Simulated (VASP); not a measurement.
Input of a VASP 6.6.1 run:

The input POSCAR:

```
BaTiO3
1.0
    3.9242219515      0.0000000000      0.0000000000
    0.0000000000      3.9242219515      0.0000000000
    0.0000000000      0.0000000000      3.9242219515
Ba Ti O
1 1 3
Direct
    0.5000000000      0.5000000000      0.5000000000
    0.0000000000      0.0000000000      0.0000000000
    0.0000000000      0.0000000000      0.5000000000
    0.0000000000      0.5000000000      0.0000000000
    0.5000000000      0.0000000000      0.0000000000
```

Contents of INCAR.step1:

```
SYSTEM = BaTiO3
PREC = Accurate ; ENCUT = 520
ISMEAR = -1 ; SIGMA = 0.05
LREAL = .FALSE. ; LASPH = .TRUE.
NELM = 100 ; NBANDS = 28
GGA = PE ; ALGO = Normal
EDIFF = 1E-4 ; LWAVE = .TRUE.
LCHARG = .FALSE.
```

Contents of INCAR.step2:

```
SYSTEM = BaTiO3
PREC = Accurate ; ENCUT = 520
EDIFF = 1E-7 ; ISMEAR = -1
SIGMA = 0.05 ; LREAL = .FALSE.
LASPH = .TRUE. ; NELM = 100
ALGO = Normal ; ISIF = 2
LWAVE = .FALSE. ; LCHARG = .FALSE.
METAGGA = R2SCAN ; LMIXTAU = .TRUE.
NBANDS = 28 ; ISTART = 1
```

The input KPOINTS:

```
regular mesh
0
G
  7 7 7
  0 0 0
```

Potentials or basis: VASP PAW PBE potentials, release 64 (Ba_sv, Ti_sv, O).

Run with:

```console
$ cat potpaw_PBE.64/Ba_sv/POTCAR potpaw_PBE.64/Ti_sv/POTCAR potpaw_PBE.64/O/POTCAR > POTCAR
$ cp INCAR.step1 INCAR
$ mpirun -np 1 vasp_std > vasp.out
$ cp INCAR.step2 INCAR
$ mpirun -np 1 vasp_std > vasp.out
```

**Question.** Predict the band gap on the k mesh.

**Answer.** 2.34 eV, indirect (least direct gap 2.37 eV).

**Question.** What does it give for the pressure?

**Answer.** 13.2 GPa.

Caveat: the PAW data sets were made with another functional, which shifts forces and pressure a little; spin-orbit coupling is left out, which moves the levels of the heavy elements. r2SCAN opens gaps a little over a GGA but as a rule still falls short of measured ones.
